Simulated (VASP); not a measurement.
# Al2O3 (P-3m1) in VASP: further runs

Aim: see how the results for Al2O3 move with the level of theory and the settings. Levels: LDA, PBE, PBEsol. Tasks: single point.

Program: VASP 6.6.1. These are calculated values, not measurements. Logs are shortened: lines on timing, memory, paths and dates and some standing lists are left out, and cuts for length are marked.

## 1. The cell of the first run

The structure is trigonal, space group P-3m1 (No. 164). The conventional cell has a = 2.850 Å, b = 2.850 Å, c = 6.574 Å, α = 90.00°, β = 90.00°, γ = 120.00°. Within 2.4 Å of Al (site symmetry 3m) lie 6 O at 1.77 to 2.13 Å. Within 2.9 Å of O (site symmetry -3m) lie 6 Al at 2.13 Å and 12 O at 2.60 to 2.85 Å. O (site symmetry 3m) has 3 Al at 1.77 Å within 2.4 Å.

## 2. Single point, LDA

File INCAR:

```
SYSTEM = Al2O3
PREC = Accurate
ENCUT = 520
EDIFF = 1E-6
ISMEAR = -1
SIGMA = 0.02
LREAL = .FALSE.
LASPH = .TRUE.
NELM = 80
ALGO = Normal
ISIF = 2
LWAVE = .FALSE.
LCHARG = .TRUE.
GGA = CA
LELF = .TRUE.
LVHAR = .TRUE.
NBANDS = 20
```

File KPOINTS:

```
regular mesh
0
G
  12 12 4
  0 0 0
```

File POSCAR:

```
Al2O3
1.0
    2.8495549807      0.0000000000      0.0000000000
   -1.4247774904      2.4677870028      0.0000000000
    0.0000000000      0.0000000000      6.5736568558
Al O
2 3
Direct
    0.3333333333      0.6666666667      0.2051820891
    0.6666666667      0.3333333333      0.7948179109
    0.0000000000      0.0000000000      0.0000000000
    0.3333333333      0.6666666667      0.6939310187
    0.6666666667      0.3333333333      0.3060689813
```

Potentials or basis: VASP PAW LDA potentials, release 64 (Al, O).

On the command line:

```sh
cat potpaw_LDA.64/Al/POTCAR potpaw_LDA.64/O/POTCAR > POTCAR
mpirun -np 1 vasp_std > vasp.out
```

OUTCAR:

```text
SYSTEM = Al2O3
   PREC = Accurate
   ENCUT = 520
   EDIFF = 1E-6
   ISMEAR = -1
   LREAL = .FALSE.
   LASPH = .TRUE.
   NELM = 80
   ISIF = 2
   GGA = CA

 ion  position               nearest neighbor table
   1  0.333  0.667  0.205-   5 1.77   5 1.77   5 1.77   3 2.13   3 2.13   3 2.13   2 3.16   2 3.16
                             2 3.16
   2  0.667  0.333  0.795-   4 1.77   4 1.77   4 1.77   3 2.13   3 2.13   3 2.13   1 3.16   1 3.16
                             1 3.16
   3  0.000  0.000  0.000-   1 2.13   2 2.13   2 2.13   1 2.13   2 2.13   1 2.13
   4  0.333  0.667  0.694-   2 1.77   2 1.77   2 1.77
   5  0.667  0.333  0.306-   1 1.77   1 1.77   1 1.77

  LATTYP: Found a hexagonal cell.
 ALAT       =     2.8495549807
 C/A-ratio  =     2.3069064820

  Lattice vectors:

 A1 = (   2.8495549807,   0.0000000000,   0.0000000000)
 A2 = (  -1.4247774904,   2.4677870028,   0.0000000000)
 A3 = (   0.0000000000,   0.0000000000,   6.5736568558)

Analysis of symmetry for initial positions (statically):
=====================================================================
 Subroutine PRICEL returns:
 Original cell was already a primitive cell.

 Routine SETGRP: Setting up the symmetry group for a
 hexagonal supercell.

 Subroutine GETGRP returns: Found 12 space group operations
 (whereof 12 operations were pure point group operations)
 out of a pool of 24 trial point group operations.

The static configuration has the point symmetry D_3d.

Analysis of symmetry for dynamics (positions and initial velocities):
=====================================================================
 Subroutine PRICEL returns:
 Original cell was already a primitive cell.

 Routine SETGRP: Setting up the symmetry group for a
 hexagonal supercell.

 Subroutine GETGRP returns: Found 12 space group operations
 (whereof 12 operations were pure point group operations)
 out of a pool of 24 trial point group operations.

The dynamic configuration has the point symmetry D_3d.

 Subroutine INISYM returns: Found 12 space group operations
 (whereof 12 operations are pure point group operations),
 and found     1 'primitive' translations

----------------------------------------------------------------------------------------

                                     Primitive cell

  volume of cell :      46.2266

  direct lattice vectors                    reciprocal lattice vectors
     2.849554981  0.000000000  0.000000000     0.350931990  0.202610679  0.000000000
    -1.424777490  2.467787003  0.000000000     0.000000000  0.405221358  0.000000000
     0.000000000  0.000000000  6.573656856     0.000000000  0.000000000  0.152122330

  length of vectors
     2.849554981  2.849554981  6.573656856     0.405221358  0.405221358  0.152122330

  position of ions in fractional coordinates (direct lattice)
     0.333333333  0.666666667  0.205182089
     0.666666667  0.333333333  0.794817911
     0.000000000  0.000000000  0.000000000
     0.333333333  0.666666667  0.693931019
     0.666666667  0.333333333  0.306068981

  ion indices of the primitive-cell ions
   primitive index   ion index
                 1           1
                 2           2
                 3           3
                 4           4
                 5           5

----------------------------------------------------------------------------------------

 KPOINTS: regular mesh

Automatic generation of k-mesh.
 Grid dimensions read from file:
 generate k-points for:   12   12    4

 Generating k-lattice:

  Cartesian coordinates                     Fractional coordinates (reciprocal lattice)
     0.029244333  0.016884223  0.000000000     0.083333333  0.000000000  0.000000000
     0.000000000  0.033768446  0.000000000     0.000000000  0.083333333  0.000000000
     0.000000000  0.000000000  0.038030583     0.000000000  0.000000000  0.250000000

  Length of vectors
     0.033768446  0.033768446  0.038030583

  Shift w.r.t. Gamma in fractional coordinates (k-lattice)
     0.000000000  0.000000000  0.000000000

 Subroutine IBZKPT returns following result:
 ===========================================

 Found     69 irreducible k-points:

 Following reciprocal coordinates:
            Coordinates               Weight
  0.000000  0.000000  0.000000      1.000000
  0.083333  0.000000  0.000000      6.000000
  0.166667  0.000000  0.000000      6.000000
  0.250000  0.000000  0.000000      6.000000
  0.333333  0.000000  0.000000      6.000000
  0.416667  0.000000  0.000000      6.000000
[... 16 lines left out ...]
  0.166667  0.000000  0.250000      6.000000
  0.000000  0.166667  0.250000      6.000000
 [... further k-points ...]
   k-points           NKPTS =     69   k-points in BZ     NKDIM =     69   number of bands    NBANDS=     20
   number of dos      NEDOS =    301   number of ions     NIONS =      5
   total plane-waves  NPLWV =  28800
   dimension x,y,z NGX =    24 NGY =   24 NGZ =   50
   dimension x,y,z NGXF=    48 NGYF=   48 NGZF=  100
   ions per type =               2   3
   NGX,Y,Z   is equivalent  to a cutoff of  14.00, 14.00, 12.64 a.u.
   NGXF,Y,Z  is equivalent  to a cutoff of  28.00, 28.00, 25.29 a.u.
 SYSTEM =  Al2O3
   PREC   = accura    normal or accurate (medium, high low for compatibility)
   ISTART =      0    job   : 0-new  1-cont  2-samecut
   ICHARG =      2    charge: 1-file 2-atom 10-const
   ISPIN  =      1    spin polarized calculation?
   LNONCOLLINEAR =      F non collinear calculations
   LSORBIT =      F    spin-orbit coupling
   LASPH  =      T    aspherical Exc in radial PAW
   ENCUT  =  520.0 eV  38.22 Ry    6.18 a.u.   5.30  5.30 12.22*2*pi/ulx,y,z
   NELM   =     80;   NELMIN=  2; NELMDL= -5     # of ELM steps
   EDIFF  = 0.1E-05   stopping-criterion for ELM
   LREAL  =      F    real-space projection
   EDIFFG = 0.1E-04   stopping-criterion for IOM
   NSW    =      0    number of steps for IOM
   IBRION =     -1    ionic relax: 0-MD 1-quasi-New 2-CG
   NFREE  =      0    steps in history (QN), initial steepest desc. (CG)
   ISIF   =      2    stress and relaxation
   ISYM   =      2    0-nonsym 1-usesym 2-fastsym
   POTIM  = 0.5000    time-step for ionic-motion
   TEBEG  =    0.0;   TEEND  =   0.0 temperature during run
   PSTRESS=    0.0 pullay stress
   NELECT =      24.0000    total number of electrons
   NUPDOWN=      -1.0000    fix difference up-down
   EMIN   =  10.00;   EMAX   =-10.00  energy-range for DOS
   EFERMI =   0.00;   METHOD = LEGACY
   ISMEAR =    -1;   SIGMA  =   0.02  broadening in eV -4-tet -1-fermi 0-gaus
   EFERMI_NEDOS =   21; number of points for ismear=-14 and -15
   IALGO  =     38    algorithm
   IMIX   =      4    mixing-type and parameters
     AMIX     =   0.40;   BMIX     =  1.00
     AMIX_MAG =   1.60;   BMIX_MAG =  1.00
  volume/ion in A,a.u.               =       9.25        62.39
  Fermi-wavevector in a.u.,A,eV,Ry     =   1.315774  2.486452 23.555242  1.731261
  Thomas-Fermi vector in A             =   2.445933
   LORBIT       =      0    0 simple, 1 ext, 2 COOP (PROOUT), +10 PAW based schemes
   GGA     = CA    functional components
   LHFCALC =     F    Hartree Fock is set to
   AEXX    =    0.0000 exact exchange contribution
   IVDW    =     0    specifies the selected vdW correction
   LEPSILON=     F    determine dielectric tensor
   LRPA    =     F    only Hartree local field effects (RPA)
 non-spin polarized calculation
  energy-cutoff  :      520.00
  volume of cell :       46.23
 maximum number of plane-waves:      1260
 NGX is ok and might be reduce to    24
   NGX = 11   NGY = 11   NGZ = 25

 number of electron      24.0000004 magnetization

 Free energy of the ion-electron system (eV)
  ---------------------------------------------------
  ext. energy  EPLUGINS =         0.00000000
  ---------------------------------------------------
  free energy    TOTEN  =       -40.32936571 eV

  energy without entropy =      -40.32936571  energy(sigma->0) =      -40.32936571

 E-fermi :   5.5996     XC(G=0): -11.6105

 val. band max:        5.1510281366   @ k =   0.0833   0.0000   0.0000
 cond. band min:       9.8665834391   @ k =   0.0000   0.0000   0.0000
 fundamental gap:      4.7155553026
 Fermi energy:         5.5996272835

 k-point     1 :       0.0000    0.0000    0.0000
  band No.  band energies     occupation
      1     -14.3257      2.00000
      2     -12.7769      2.00000
      3     -11.7429      2.00000
      4      -0.3350      2.00000
      5       1.7765      2.00000
      6       3.0215      2.00000
[... 12 lines left out ...]
     19      18.8999      0.00000
     20      20.7689      0.00000

 k-point     2 :       0.0833    0.0000    0.0000
  band No.  band energies     occupation
      1     -14.2321      2.00000
      2     -12.7093      2.00000
      3     -11.7068      2.00000
      4      -0.3129      2.00000
      5       1.6261      2.00000
      6       2.8554      2.00000
[... 12 lines left out ...]
     19      19.1527      0.00000
     20      20.1942      0.00000

 k-point     3 :       0.1667    0.0000    0.0000
  band No.  band energies     occupation
      1     -13.9607      2.00000
      2     -12.5181      2.00000
      3     -11.6109      2.00000
      4      -0.3035      2.00000
      5       1.0574      2.00000
      6       2.3823      2.00000
[... 12 lines left out ...]
     19      19.1645      0.00000
     20      19.5503      0.00000

 k-point     4 :       0.2500    0.0000    0.0000
  band No.  band energies     occupation
      1     -13.5421      2.00000
      2     -12.2430      2.00000
      3     -11.4955      2.00000
      4      -0.5064      2.00000
      5       0.2278      2.00000
      6       1.3838      2.00000
[... 429 lines left out ...]
 k-point    23 :       0.1667    0.0000    0.2500
  band No.  band energies     occupation
      1     -13.9291      2.00000
      2     -12.6355      2.00000
      3     -11.5145      2.00000
      4      -0.4303      2.00000
      5       1.3882      2.00000
      6       1.9712      2.00000
[... 12 lines left out ...]
     19      19.2914      0.00000
     20      19.4985      0.00000

 k-point    24 :       0.0000    0.1667    0.2500
  band No.  band energies     occupation
      1     -13.9282      2.00000
      2     -12.6393      2.00000
      3     -11.5107      2.00000
      4      -0.4524      2.00000
      5       1.1203      2.00000
      6       2.3874      2.00000
[... 12 lines left out ...]
     19      19.2740      0.00000
     20      19.5498      0.00000

 [... further k-points ...]

------------------------ aborting loop because EDIFF is reached ----------------------------------------

  FORCE on cell =-STRESS in cart. coord.  units (eV):
  Direction    XX          YY          ZZ          XY          YZ          ZX
  --------------------------------------------------------------------------------------
  -------------------------------------------------------------------------------------
  Total        0.4134962      0.4134962      0.0697036     -0.0000000      0.0000000     -0.0000000
  in kB       14.3314579     14.3314579      2.4158734     -0.0000000      0.0000000     -0.0000000
  external PRESSURE =      10.3595964 kB  Pullay stress =       0.0000000 kB

 VOLUME and BASIS-vectors are now :
 -----------------------------------------------------------------------------
  energy-cutoff  :      520.00
  volume of cell :       46.23
      direct lattice vectors                 reciprocal lattice vectors
     2.849554981  0.000000000  0.000000000     0.350931990  0.202610679  0.000000000
    -1.424777490  2.467787003  0.000000000     0.000000000  0.405221358  0.000000000
     0.000000000  0.000000000  6.573656856     0.000000000  0.000000000  0.152122330

 POSITION                                       TOTAL-FORCE (eV/Angst)
 -----------------------------------------------------------------------------------
     -0.00000      1.64519      1.34880         0.000000     -0.000000     -0.005610
      1.42478      0.82260      5.22486         0.000000      0.000000      0.005610
      0.00000      0.00000      0.00000         0.000000      0.000000     -0.000000
     -0.00000      1.64519      4.56166        -0.000000      0.000000     -0.037623
      1.42478      0.82260      2.01199        -0.000000     -0.000000      0.037623
 -----------------------------------------------------------------------------------
    total drift:                                0.000000      0.000000     -0.000000

  FREE ENERGIE OF THE ION-ELECTRON SYSTEM (eV)
  ---------------------------------------------------
  free  energy   TOTEN  =       -40.3293657085 eV

  energy  without entropy=      -40.3293657085  energy(sigma->0) =      -40.32936571
```

Run time: 20 s. Hardware: 1 thread of Intel Xeon 6975P-C (Granite Rapids), shared host; peak memory 0.18 GiB.

Results:

* Free energy: -40.3294 eV
* Pressure: 1.0 GPa
* Largest force: 0.038 eV/Å
* Band gap on the k mesh: 4.72 eV (least direct gap 4.73 eV)

Forces in eV/Å, atoms in the order of the input:
```
Al   0.000  0.000 -0.006
Al   0.000  0.000  0.006
O    0.000  0.000  0.000
O    0.000  0.000 -0.038
O    0.000  0.000  0.038
```

## 3. Single point, PBE

This run uses another cell than the first one, of 9.71 Å³/atom.

File INCAR:

```
ALGO = Normal ; EDIFF = 1E-7
ENCUT = 520 ; GGA = PE
ISIF = 2 ; ISMEAR = -1
LASPH = T ; LCHARG = F
LREAL = F ; LWAVE = F
NBANDS = 20 ; NELM = 100
PREC = Accurate ; SIGMA = 0.02
```

File KPOINTS:

```
k-points
0
Gamma
  12 12 4
```

File POSCAR:

```
Al2O3
1.0
    2.8641420174      0.0000000000      0.0000000000
   -1.4320710087      2.4804197471      0.0000000000
    0.0000000000      0.0000000000      6.8332801002
Al O
2 3
Direct
    0.3333333333      0.6666666667      0.1993408385
    0.6666666667      0.3333333333      0.8006591615
    0.0000000000      0.0000000000      0.0000000000
    0.3333333333      0.6666666667      0.7032066470
    0.6666666667      0.3333333333      0.2967933530
```

Potentials or basis: VASP PAW PBE potentials, release 64 (Al, O).

On the command line:

```sh
cat potpaw_PBE.64/Al/POTCAR potpaw_PBE.64/O/POTCAR > POTCAR
mpirun -np 1 vasp_std > vasp.out
```

Run time: 28 s. Hardware: 1 thread of Intel Xeon 6975P-C (Granite Rapids), shared host; peak memory 0.2 GiB.

The run converged. Its results:

* Free energy: -36.4264 eV
* Pressure: 6.6 GPa
* Largest force: 0.351 eV/Å
* Band gap on the k mesh: 4.79 eV (least direct gap 4.83 eV)

Forces on the atoms (eV/Å):
```
Al   0.000  0.000 -0.148
Al   0.000  0.000  0.148
O    0.000  0.000  0.000
O    0.000  0.000 -0.351
O    0.000  0.000  0.351
```

Stress tensor (GPa, compression positive):
```
7.31 0.00 0.00
0.00 7.31 0.00
0.00 0.00 5.22
```

Levels at points of the mesh, in eV from the valence-band top:
```
           k point  band 10  band 11  band 12  band 13  band 14  band 15
(0.00, 0.00, 0.00)    -0.96    -0.96    -0.04     4.79     7.77     8.49
(0.50, 0.00, 0.00)    -1.46    -1.45    -0.76     6.88     9.13    10.01
(0.00, 0.00, 0.50)    -1.10    -0.98    -0.98     5.49     7.45     8.17
(0.50, 0.00, 0.50)    -1.81    -1.39    -0.36     6.99     8.63    10.16
```

Caveat: the cell stands under pressure. A k mesh can miss the band edges.

## 4. Single point, LDA

This run uses another cell than the first one, of 9.71 Å³/atom.

File INCAR:

```
PREC     = Accurate       # precision mode
ENCUT    = 520            # plane-wave cutoff, eV
EDIFF    = 1E-7           # SCF threshold, eV
ISMEAR   = 0              # smearing method
SIGMA    = 0.01           # smearing width, eV
LREAL    = F              # projectors in reciprocal space
LASPH    = T              # aspherical terms in the spheres
NELM     = 80             # most SCF steps
ALGO     = Normal         # electronic algorithm
ISIF     = 2              # what is computed and relaxed
LWAVE    = F              # write WAVECAR
LCHARG   = T              # write CHGCAR
LELF     = T              # ELF
LVHAR    = T            
NBANDS   = 20             # bands
```

File KPOINTS:

```
regular mesh
0
Gamma
  12 12 4
```

POSCAR is that of step 3.

Potentials or basis: VASP PAW LDA potentials, release 64 (Al, O).

On the command line:

```sh
cat potpaw_LDA.64/Al/POTCAR potpaw_LDA.64/O/POTCAR > POTCAR
mpirun -np 1 vasp_std > vasp.out
```

Run time: 30 s. Hardware: 1 thread of Intel Xeon 6975P-C (Granite Rapids), shared host; peak memory 0.18 GiB.

It converged, with:

| Property | Result |
| --- | --- |
| Free energy | -40.3163 eV |
| Pressure | -3.0 GPa |
| Largest force | 0.079 eV/Å |
| Band gap on the k mesh | 4.70 eV (least direct gap 4.75 eV) |

Forces on the atoms (eV/Å):
```
Al   0.000  0.000 -0.057
Al   0.000  0.000  0.057
O    0.000  0.000  0.000
O    0.000  0.000  0.079
O    0.000  0.000 -0.079
```

Stress tensor (GPa, compression positive):
```
-2.83  0.00  0.00
 0.00 -2.83  0.00
 0.00  0.00 -3.30
```

Levels at points of the mesh, in eV from the valence-band top:
```
           k point  band 10  band 11  band 12  band 13  band 14  band 15
(0.00, 0.00, 0.00)    -0.97    -0.97    -0.05     4.70     7.60     8.34
(0.50, 0.00, 0.00)    -1.47    -1.46    -0.78     6.65     8.93     9.77
(0.00, 0.00, 0.50)    -1.16    -0.99    -0.99     5.42     7.28     8.00
(0.50, 0.00, 0.50)    -1.82    -1.41    -0.36     6.76     8.42     9.90
```

(Continued in part 2 of 2.)
